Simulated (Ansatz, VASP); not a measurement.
# LiOs12 in VASP and in Ansatz

```
CELL_PARAMETERS angstrom
5.48000 0.00000 0.00000
-4.11000 7.11873 0.00000
0.00000 0.00000 4.32646
ATOMIC_POSITIONS crystal
Os 0.01314 0.99037 0.97928
Os 0.16560 0.19569 0.46723
Os 0.98896 0.31501 0.01314
Os 0.16806 0.55360 0.46670
Os 0.01838 0.66292 0.97715
Os 0.18037 0.88065 0.49806
Os 0.51268 0.99071 0.98258
Os 0.67390 0.20835 0.50356
Os 0.52442 0.31741 0.01422
Os 0.70357 0.55631 0.46708
Os 0.52670 0.67560 0.01301
Os 0.67993 0.88070 0.50096
Li 0.34661 0.43561 0.74034
```

Alike in both runs: functional PBE; k mesh 2 × 2 × 3; occupations fermi-dirac, width 0.15 eV; no spin polarisation.

Ansatz relaxed the structure, and its values are those at the end. VASP's run is a single point on that final structure, the one shown.

|  | VASP | Ansatz |
| --- | --- | --- |
| version | VASP 6.6.1 | Ansatz 0.2.0 |
| potentials or method | VASP PAW PBE potentials, release 64 (Os, Li_sv), cutoff 520 eV | scalar-relativistic, plane waves, PAW |
| valence electrons in the cell | 99 | 195 |

|  | VASP | Ansatz | Ansatz less VASP |
| --- | --- | --- | --- |
| rms of the force components (eV/Å) | 0.035 | 0.015 | -0.0202 |

VASP's potentials hold 99 valence electrons a cell and Ansatz's 195, so a difference there can come from the potentials and not from the codes.

The k mesh is coarse, so the values compare programs but aren't converged. Spin-orbit coupling is off throughout. Noted on VASP's run: the cutoff is short for stress, so the pressure is rough.
